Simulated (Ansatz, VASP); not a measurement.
**As in VASP and in Ansatz**

The input INCAR:

```
SYSTEM = As
ALGO = Normal
EDIFF = 1E-7
EDIFFG = -0.01
ENCUT = 600
GGA = RP
IBRION = 2
ISIF = 3
ISMEAR = -1
IVDW = 13
LASPH = .TRUE.
LCHARG = .FALSE.
LREAL = .FALSE.
LWAVE = .FALSE.
NELM = 80
NSW = 60
PREC = Accurate
SIGMA = 0.05
```

The input KPOINTS:

```
k-points
0
G
  10 10 10
  0 0 0
```

POSCAR

```
As
1.0
    2.7036817444      0.0000000000      0.0000000000
    0.0000000000      2.7036817444      0.0000000000
    0.0000000000      0.0000000000      2.7036817444
As
1
Direct
    0.5000000000      0.5000000000      0.5000000000
```

Contents of input.yaml:

```yaml
crystal:
  lattice:
    - [2.7036817444, 0.0, 0.0]
    - [0.0, 2.7036817444, 0.0]
    - [0.0, 0.0, 2.7036817444]
  atoms:
    - { symbol: As, position: [0.5, 0.5, 0.5] }
hamiltonian:
  xc: rpbe
  pseudopotentials: { kind: paw }
  dispersion: d4
kpoints:
  mp_grid: { grid: [10, 10, 10] }
scf:
  occupations: { method: fermi_dirac, width: 0.05 }
output:
  forces: true
  stress: true
  eigenvalues: true
  write_density: true
  write_potential: true
  elf: true
  volumetric_format: npy
relax:
  f_tol: 0.01
  max_steps: 40
  cell: { stress_tol: 0.05 }
```

Alike in both runs: task relaxation of cell and atoms; functional RPBE; dispersion D4; k mesh 10 × 10 × 10; occupations fermi-dirac, width 0.05 eV; no spin polarisation.

|  | VASP | Ansatz |
| --- | --- | --- |
| version | VASP 6.6.1 | Ansatz 0.2.0 |
| potentials or method | VASP PAW PBE potentials, release 64 (As) | Ansatz PAW |
| plane-wave cutoff (eV) | 600 | 420 |
| valence electrons in the cell | 5 | 15 |

|  | VASP | Ansatz | Ansatz less VASP |
| --- | --- | --- | --- |
| gap on the k mesh at the Fermi level, each at its own relaxed structure (eV) | none | none | - |
| relaxed volume (Å³/atom) | 18.88 | 18.84 | -0.038 |
| relaxed cell length with the largest relative difference (Å) | 2.663 | 2.661 | -0.0018 |

VASP's potentials were made for PBE, not for RPBE. A gap of «none» marks a metal or a gap that the smearing closes. VASP's potentials hold 5 valence electrons a cell and Ansatz's 15, so a difference there can come from the potentials and not from the codes.

Noted on Ansatz's run: the plane-wave basis is chosen anew once the cell has moved, so the energies of steps on either side of that aren't comparable.
